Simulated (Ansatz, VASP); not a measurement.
One calculation of Cu2SnRhS4, two programs

```
Sn Rh S Cu
1.0
     0.00000    5.35489    0.00000
     5.35489    0.00000    0.00000
     2.67745    2.67745   -5.35380
Sn Rh S Cu
1 1 4 2
Direct
  0.50000 0.50000 0.00000
  0.00000 0.00000 0.00000
  0.37530 0.37530 0.73360
  0.62470 0.10890 0.26640
  0.89110 0.89110 0.73360
  0.10890 0.62470 0.26640
  0.75000 0.25000 0.50000
  0.25000 0.75000 0.50000
```

Alike in both runs: task single point; functional PBE; k mesh 4 × 4 × 4; no spin polarisation.

|  | VASP | Ansatz |
| --- | --- | --- |
| version | VASP 6.6.1 | Ansatz 0.2.0 |
| potentials or method | VASP PAW PBE potentials, release 64 (Sn_d, Rh_pv, S, Cu), cutoff 520 eV | PAW plane waves |
| occupations | fermi-dirac, width 0.1 eV | fermi-dirac |
| valence electrons in the cell | 75 | 93 |

Ansatz gave:

| Quantity | Value |
| --- | --- |
| gap on the k mesh at the Fermi level (eV) | none |
| pressure (GPa) | 4.3 |
| rms of the force components (eV/Å) | 0.318 |

What did VASP give for the same quantities?

gap on the k mesh at the Fermi level (eV): none; pressure (GPa): 4.3; rms of the force components (eV/Å): 0.306.

Atom by atom the forces differ by 0.018 eV/Å (rms over components). A gap of «none» marks a metal or a gap that the smearing closes. VASP's potentials hold 75 valence electrons a cell and Ansatz's 93, so a difference there can come from the potentials and not from the codes.
